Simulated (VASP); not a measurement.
# Ba2BiSb2 (Immm) in VASP: single point with r2SCAN

Aim: the single point of Ba2BiSb2 with r2SCAN.

Everything below comes from runs of VASP 6.6.1. Logs are shortened: lines on timing, memory, paths and dates and some standing lists are left out, and cuts for length are marked.

### 1 The cell of the first run

The structure is orthorhombic, space group Immm (No. 71). Conventional cell: a = 4.785 Å, b = 7.608 Å, c = 10.053 Å, α = 90.00°, β = 90.00°, γ = 90.00°. Ba (site symmetry mm2) has 6 Sb at 3.60 to 3.61 Å and 4 Bi at 3.69 to 4.40 Å and 7 Ba at 4.42 to 4.79 Å within 4.8 Å. Sb (site symmetry m2m) has 1 Sb at 3.08 Å and 2 Bi at 3.29 Å and 6 Ba at 3.60 to 3.61 Å within 4.1 Å. Bi (site symmetry mmm) has 4 Sb at 3.29 Å and 8 Ba at 3.69 to 4.40 Å within 4.5 Å.

### 2 Single point, r2SCAN

File POSCAR:

```
Ba2BiSb2
1.0
   -2.3925325400      3.8038447100      5.0266692900
    2.3925325400     -3.8038447100      5.0266692900
    2.3925325400      3.8038447100     -5.0266692900
Ba Sb Bi
2 2 1
Direct
    0.7200393500      0.2200393500      0.5000000000
    0.2799606500      0.7799606500      0.5000000000
    0.7022542300      0.5000000000      0.2022542300
    0.2977457700      0.5000000000      0.7977457700
    0.0000000000      0.0000000000      0.0000000000
```

File INCAR.step1:

```
ALGO = Normal ; EDIFF = 1E-4
ENCUT = 520 ; GGA = PE
ISMEAR = -1 ; LASPH = True
LCHARG = False ; LREAL = False
LWAVE = True ; NBANDS = 30
NELM = 80 ; PREC = Accurate
SIGMA = 0.1
```

File INCAR.step2:

```
ALGO = Normal ; EDIFF = 1E-6
ENCUT = 520 ; ISIF = 2
ISMEAR = -1 ; ISTART = 1
LASPH = True ; LCHARG = True
LELF = True ; LMIXTAU = True
LREAL = False ; LVHAR = True
LWAVE = False ; METAGGA = R2SCAN
NBANDS = 30 ; NELM = 80
PREC = Accurate ; SIGMA = 0.1
```

File KPOINTS:

```
k-points
0
Gamma
  8 8 8
```

Potentials or basis: VASP PAW PBE potentials, release 64 (Ba_sv, Sb, Bi_d).

Command:

```sh
cat potpaw_PBE.64/Ba_sv/POTCAR potpaw_PBE.64/Sb/POTCAR potpaw_PBE.64/Bi_d/POTCAR > POTCAR
cp INCAR.step1 INCAR
mpirun -np 1 vasp_std > vasp.out
cp INCAR.step2 INCAR
mpirun -np 1 vasp_std > vasp.out
```

OUTCAR:

```text
EDIFF = 1E-6
   ENCUT = 520
   ISIF = 2
   ISMEAR = -1
   ISTART = 1
   LASPH = True
   LREAL = False
   METAGGA = R2SCAN
   NELM = 80
   PREC = Accurate

 ion  position               nearest neighbor table
   1  0.720  0.220  0.500-   4 3.60   4 3.60   3 3.60   3 3.60   4 3.61   3 3.61   5 3.69   5 3.69
                             2 4.42   2 4.53   2 4.53   2 4.53   2 4.53
   2  0.280  0.780  0.500-   3 3.60   3 3.60   4 3.60   4 3.60   3 3.61   4 3.61   5 3.69   5 3.69
                             1 4.42   1 4.53   1 4.53   1 4.53   1 4.53
   3  0.702  0.500  0.202-   4 3.08   5 3.29   5 3.29   2 3.60   2 3.60   1 3.60   1 3.60   2 3.61
                             1 3.61
   4  0.298  0.500  0.798-   3 3.08   5 3.29   5 3.29   1 3.60   1 3.60   2 3.60   2 3.60   1 3.61
                             2 3.61
   5  0.000  0.000  0.000-   4 3.29   3 3.29   4 3.29   3 3.29   2 3.69   1 3.69   1 3.69   2 3.69

  LATTYP: Found a body centered orthorhombic cell.
 ALAT       =     4.7850650800
 B/A-ratio  =     1.5898821213
 C/A-ratio  =     2.1009826224

  Lattice vectors:

 A1 = (  -2.3925325400,   3.8038447100,   5.0266692900)
 A2 = (   2.3925325400,  -3.8038447100,   5.0266692900)
 A3 = (   2.3925325400,   3.8038447100,  -5.0266692900)

Analysis of symmetry for initial positions (statically):
=====================================================================
 Subroutine PRICEL returns:
 Original cell was already a primitive cell.

 Routine SETGRP: Setting up the symmetry group for a
 body centered orthorhombic supercell.

 Subroutine GETGRP returns: Found  8 space group operations
 (whereof  8 operations were pure point group operations)
 out of a pool of  8 trial point group operations.

The static configuration has the point symmetry D_2h.

Analysis of symmetry for dynamics (positions and initial velocities):
=====================================================================
 Subroutine PRICEL returns:
 Original cell was already a primitive cell.

 Routine SETGRP: Setting up the symmetry group for a
 body centered orthorhombic supercell.

 Subroutine GETGRP returns: Found  8 space group operations
 (whereof  8 operations were pure point group operations)
 out of a pool of  8 trial point group operations.

The dynamic configuration has the point symmetry D_2h.

 Subroutine INISYM returns: Found  8 space group operations
 (whereof  8 operations are pure point group operations),
 and found     1 'primitive' translations

----------------------------------------------------------------------------------------

                                     Primitive cell

  volume of cell :     182.9873

  direct lattice vectors                    reciprocal lattice vectors
    -2.392532540  3.803844710  5.026669290     0.000000000  0.131445955  0.099469444
     2.392532540 -3.803844710  5.026669290     0.208983574  0.000000000  0.099469444
     2.392532540  3.803844710 -5.026669290     0.208983574  0.131445955  0.000000000

  length of vectors
     6.742466217  6.742466217  6.742466217     0.164839951  0.231448276  0.246884939

  position of ions in fractional coordinates (direct lattice)
     0.720039350  0.220039350  0.500000000
     0.279960650  0.779960650  0.500000000
     0.702254230  0.500000000  0.202254230
     0.297745770  0.500000000  0.797745770
     0.000000000  0.000000000  0.000000000

  ion indices of the primitive-cell ions
   primitive index   ion index
                 1           1
                 2           2
                 3           3
                 4           4
                 5           5

----------------------------------------------------------------------------------------

 KPOINTS: k-points

Automatic generation of k-mesh.
 Grid dimensions read from file:
 generate k-points for:    8    8    8

 Generating k-lattice:

  Cartesian coordinates                     Fractional coordinates (reciprocal lattice)
     0.000000000  0.016430744  0.012433681     0.125000000  0.000000000 -0.000000000
     0.026122947  0.000000000  0.012433681     0.000000000  0.125000000 -0.000000000
     0.026122947  0.016430744  0.000000000     0.000000000  0.000000000  0.125000000

  Length of vectors
     0.020604994  0.028931034  0.030860617

  Shift w.r.t. Gamma in fractional coordinates (k-lattice)
     0.000000000  0.000000000  0.000000000

 Subroutine IBZKPT returns following result:
 ===========================================

 Found     95 irreducible k-points:

 Following reciprocal coordinates:
            Coordinates               Weight
  0.000000  0.000000  0.000000      1.000000
  0.125000  0.000000 -0.000000      4.000000
  0.250000  0.000000 -0.000000      4.000000
  0.375000  0.000000 -0.000000      4.000000
  0.500000  0.000000 -0.000000      2.000000
  0.000000  0.125000  0.000000      4.000000
[... 16 lines left out ...]
  0.125000  0.375000  0.000000      8.000000
  0.250000  0.375000  0.000000      8.000000
 [... further k-points ...]
   k-points           NKPTS =     95   k-points in BZ     NKDIM =     95   number of bands    NBANDS=     30
   number of dos      NEDOS =    301   number of ions     NIONS =      5
   total plane-waves  NPLWV = 125000
   dimension x,y,z NGX =    50 NGY =   50 NGZ =   50
   dimension x,y,z NGXF=   100 NGYF=  100 NGZF=  100
   ions per type =               2   2   1
   NGX,Y,Z   is equivalent  to a cutoff of  12.33, 12.33, 12.33 a.u.
   NGXF,Y,Z  is equivalent  to a cutoff of  24.66, 24.66, 24.66 a.u.
 SYSTEM =  unknown system
   PREC   = accura    normal or accurate (medium, high low for compatibility)
   ISTART =      1    job   : 0-new  1-cont  2-samecut
   ICHARG =      0    charge: 1-file 2-atom 10-const
   ISPIN  =      1    spin polarized calculation?
   LNONCOLLINEAR =      F non collinear calculations
   LSORBIT =      F    spin-orbit coupling
   LASPH  =      T    aspherical Exc in radial PAW
   ENCUT  =  520.0 eV  38.22 Ry    6.18 a.u.  12.54 12.54 12.54*2*pi/ulx,y,z
   NELM   =     80;   NELMIN=  2; NELMDL=  0     # of ELM steps
   EDIFF  = 0.1E-05   stopping-criterion for ELM
   LREAL  =      F    real-space projection
   EDIFFG = 0.1E-04   stopping-criterion for IOM
   NSW    =      0    number of steps for IOM
   IBRION =     -1    ionic relax: 0-MD 1-quasi-New 2-CG
   NFREE  =      0    steps in history (QN), initial steepest desc. (CG)
   ISIF   =      2    stress and relaxation
   ISYM   =      2    0-nonsym 1-usesym 2-fastsym
   POTIM  = 0.5000    time-step for ionic-motion
   TEBEG  =    0.0;   TEEND  =   0.0 temperature during run
   PSTRESS=    0.0 pullay stress
   NELECT =      45.0000    total number of electrons
   NUPDOWN=      -1.0000    fix difference up-down
   EMIN   =  10.00;   EMAX   =-10.00  energy-range for DOS
   EFERMI =   0.00;   METHOD = LEGACY
   ISMEAR =    -1;   SIGMA  =   0.10  broadening in eV -4-tet -1-fermi 0-gaus
   EFERMI_NEDOS =   21; number of points for ismear=-14 and -15
   IALGO  =     38    algorithm
   IMIX   =      4    mixing-type and parameters
     AMIX     =   0.40;   BMIX     =  1.00
     AMIX_MAG =   1.60;   BMIX_MAG =  1.00
  volume/ion in A,a.u.               =      36.60       246.97
  Fermi-wavevector in a.u.,A,eV,Ry     =   1.025665  1.938225 14.313163  1.051988
  Thomas-Fermi vector in A             =   2.159517
   LORBIT       =      0    0 simple, 1 ext, 2 COOP (PROOUT), +10 PAW based schemes
   METAGGA = R2SCAN    functional components
   LHFCALC =     F    Hartree Fock is set to
   AEXX    =    0.0000 exact exchange contribution
   IVDW    =     0    specifies the selected vdW correction
   LEPSILON=     F    determine dielectric tensor
   LRPA    =     F    only Hartree local field effects (RPA)
 non-spin polarized calculation
  energy-cutoff  :      520.00
  volume of cell :      182.99
 maximum number of plane-waves:      4949
   NGX = 25   NGY = 25   NGZ = 25

 number of electron      44.9999994 magnetization

 Free energy of the ion-electron system (eV)
  ---------------------------------------------------
  ext. energy  EPLUGINS =         0.00000000
  ---------------------------------------------------
  free energy    TOTEN  =      -167.70866126 eV

  energy without entropy =     -167.64831978  energy(sigma->0) =     -167.67849052

 E-fermi :   4.8187     XC(G=0):  -9.5592

 val. band max:        4.8172248296   @ k =   0.5000  -0.3750   0.2500
 cond. band min:       4.8231708427   @ k =   0.5000   0.5000   0.5000
 fundamental gap:      0.0059460131
 Fermi energy:         4.8187253130

 k-point     1 :       0.0000    0.0000    0.0000
  band No.  band energies     occupation
      1     -24.2813      2.00000
      2     -24.2460      2.00000
      3     -18.5203      2.00000
      4     -18.5185      2.00000
      5     -18.3599      2.00000
      6     -18.3585      2.00000
[... 22 lines left out ...]
     29       8.6566      0.00000
     30       9.0885      0.00000

 k-point     2 :       0.1250    0.0000   -0.0000
  band No.  band energies     occupation
      1     -24.2801      2.00000
      2     -24.2472      2.00000
      3     -18.5203      2.00000
      4     -18.5185      2.00000
      5     -18.3599      2.00000
      6     -18.3585      2.00000
[... 22 lines left out ...]
     29       8.6702      0.00000
     30       9.0803      0.00000

 k-point     3 :       0.2500    0.0000   -0.0000
  band No.  band energies     occupation
      1     -24.2764      2.00000
      2     -24.2508      2.00000
      3     -18.5202      2.00000
      4     -18.5185      2.00000
      5     -18.3599      2.00000
      6     -18.3584      2.00000
[... 22 lines left out ...]
     29       8.3953      0.00000
     30       9.0164      0.00000

 k-point     4 :       0.3750    0.0000   -0.0000
  band No.  band energies     occupation
      1     -24.2713      2.00000
      2     -24.2557      2.00000
      3     -18.5201      2.00000
      4     -18.5185      2.00000
      5     -18.3599      2.00000
      6     -18.3583      2.00000
[... 616 lines left out ...]
     29       8.4745      0.00000
     30       8.9285      0.00000

 k-point    23 :       0.1250    0.3750    0.0000
  band No.  band energies     occupation
      1     -24.2639      2.00000
      2     -24.2516      2.00000
      3     -18.5222      2.00000
      4     -18.5164      2.00000
      5     -18.3605      2.00000
      6     -18.3581      2.00000
[... 22 lines left out ...]
     29       8.5411      0.00000
     30       8.5704      0.00000

 k-point    24 :       0.2500    0.3750    0.0000
  band No.  band energies     occupation
      1     -24.2620      2.00000
      2     -24.2535      2.00000
      3     -18.5222      2.00000
      4     -18.5164      2.00000
      5     -18.3605      2.00000
      6     -18.3581      2.00000
[... 22 lines left out ...]
     29       8.3720      0.00000
     30       9.0311      0.00000

 [... further k-points ...]

------------------------ aborting loop because EDIFF is reached ----------------------------------------

  FORCE on cell =-STRESS in cart. coord.  units (eV):
  Direction    XX          YY          ZZ          XY          YZ          ZX
  --------------------------------------------------------------------------------------
  -------------------------------------------------------------------------------------
  Total        1.1988015      1.1863031      1.2862231      0.0000000      0.0000000      0.0000000
  in kB       10.4963166     10.3868848     11.2617520      0.0000000      0.0000000      0.0000000
  external PRESSURE =      10.7149845 kB  Pullay stress =       0.0000000 kB

 VOLUME and BASIS-vectors are now :
 -----------------------------------------------------------------------------
  energy-cutoff  :      520.00
  volume of cell :      182.99
      direct lattice vectors                 reciprocal lattice vectors
    -2.392532540  3.803844710  5.026669290     0.000000000  0.131445955  0.099469444
     2.392532540 -3.803844710  5.026669290     0.208983574  0.000000000  0.099469444
     2.392532540  3.803844710 -5.026669290     0.208983574  0.131445955  0.000000000

 POSITION                                       TOTAL-FORCE (eV/Angst)
 -----------------------------------------------------------------------------------
      0.00000      3.80384      2.21213        -0.000000      0.000000      0.000131
      2.39253      0.00000      2.81454        -0.000000     -0.000000     -0.000131
      0.00000      1.53869      5.02667         0.000000      0.009091      0.000000
      2.39253      2.26516      0.00000        -0.000000     -0.009091     -0.000000
      0.00000      0.00000      0.00000         0.000000      0.000000      0.000000
 -----------------------------------------------------------------------------------
    total drift:                               -0.000000      0.000000      0.000000

  FREE ENERGIE OF THE ION-ELECTRON SYSTEM (eV)
  ---------------------------------------------------
  free  energy   TOTEN  =      -167.7086612562 eV

  energy  without entropy=     -167.6483197753  energy(sigma->0) =     -167.67849052
```

It took 20 min on 1 thread of Intel Xeon 6975P-C (Granite Rapids), shared host; peak memory 0.75 GiB.

What came out:

- Free energy: -167.7087 eV
- Pressure: 1.1 GPa
- Largest force: 0.009 eV/Å
- Band gap on the k mesh: zero (an odd number of electrons rules out a gap without spin polarisation)

Forces in eV/Å, atoms in the order of the input:
```
Ba   0.000  0.000  0.000
Ba   0.000  0.000  0.000
Sb   0.000  0.009  0.000
Sb   0.000 -0.009  0.000
Bi   0.000  0.000  0.000
```

Levels at points of the mesh, in eV from the Fermi level:
| k point | band 18 | band 19 | band 20 | band 21 | band 22 | band 23 | band 24 | band 25 | band 26 | band 27 |
| --- | --- | --- | --- | --- | --- | --- | --- | --- | --- | --- |
| (0.00, 0.00, 0.00) | -2.20 | -2.01 | -1.85 | -0.96 | -0.88 | -0.62 | 0.40 | 1.18 | 2.70 | 2.71 |
| (0.50, 0.00, 0.00) | -2.51 | -2.45 | -2.38 | -1.61 | -0.24 | 0.38 | 0.97 | 1.68 | 1.93 | 2.02 |
| (0.00, 0.50, 0.00) | -3.51 | -2.38 | -1.75 | -1.67 | -1.47 | 1.29 | 1.90 | 2.34 | 2.75 | 3.04 |
| (0.50, 0.50, 0.00) | -2.48 | -2.25 | -1.98 | -1.68 | -1.60 | -0.83 | 0.92 | 2.44 | 2.61 | 3.46 |
| (0.50, 0.50, 0.50) | -2.49 | -2.47 | -1.45 | -0.41 | -0.28 | 0.00 | 0.10 | 1.19 | 1.37 | 2.15 |

Caveat: the PAW data sets were made with another functional, which shifts forces and pressure a little; spin-orbit coupling is left out, which moves the levels of the heavy elements.
